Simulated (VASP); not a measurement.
Write the native input for VASP 6.6.1 that does the following.

| Item | Value |
| --- | --- |
| Task | relaxation of cell and atoms |
| Functional | PBE |
| Potentials or basis | VASP PAW PBE potentials, release 64 (Hf_pv) |
| Cutoff | 600 eV |
| k mesh | 15 × 15 × 15 |
| Occupations | gaussian, width 0.1 eV |
| Spin | no spin polarisation |
| Dipole correction | no |
| Further INCAR settings | ALGO = Fast; EDIFF = 1e-07; IBRION = 2; EDIFFG = -0.01; NSW = 100; ISIF = 3 |

The structure of Hf lies in POSCAR:

```
Hf
1.0
    1.5966419203      0.9218216425      7.7066976782
   -1.5966419203      0.9218216425      7.7066976782
    0.0000000000     -1.8436432850      7.7066976782
Hf
3
Direct
    0.0000000000      0.0000000000      0.0000000000
    0.2226716937      0.2226716937      0.2226716937
    0.7773283063      0.7773283063      0.7773283063
```

The input as run:

INCAR

```
PREC = Accurate
ENCUT = 600
EDIFF = 1E-7
ISMEAR = 0
SIGMA = 0.1
LREAL = False
LASPH = True
NELM = 80
ALGO = Fast
ISIF = 3
LWAVE = False
LCHARG = False
GGA = PE
IBRION = 2
NSW = 100
EDIFFG = -0.01
```

KPOINTS

```
regular mesh
0
Gamma
  15 15 15
```

Potentials or basis: VASP PAW PBE potentials, release 64 (Hf_pv).

Command:

```console
$ cat potpaw_PBE.64/Hf_pv/POTCAR > POTCAR
$ mpirun -np 1 vasp_std > vasp.out
```

It gave:

The relaxed volume is 22.51 Å³/atom and the relaxed cell is a = 7.874 Å, b = 7.874 Å, c = 7.874 Å, α = 23.39°, β = 23.39°, γ = 23.39°. The space group after relaxing (to 0.1 Å) is R-3m (No. 166). The energy gained by relaxing is 0.7 meV/atom, the ionic steps are 4 and the pressure after relaxing is 0.0 GPa. The band gap on the k mesh is zero (bands 15 and 16 overlap by 1.58 eV).

Caveat: spin-orbit coupling is left out, which moves the levels of the heavy elements.

Run time: 96 min on 1 thread of Intel(R) Xeon(R) 6975P-C (Granite Rapids), with other jobs on the host, peak memory 0.93 GiB.
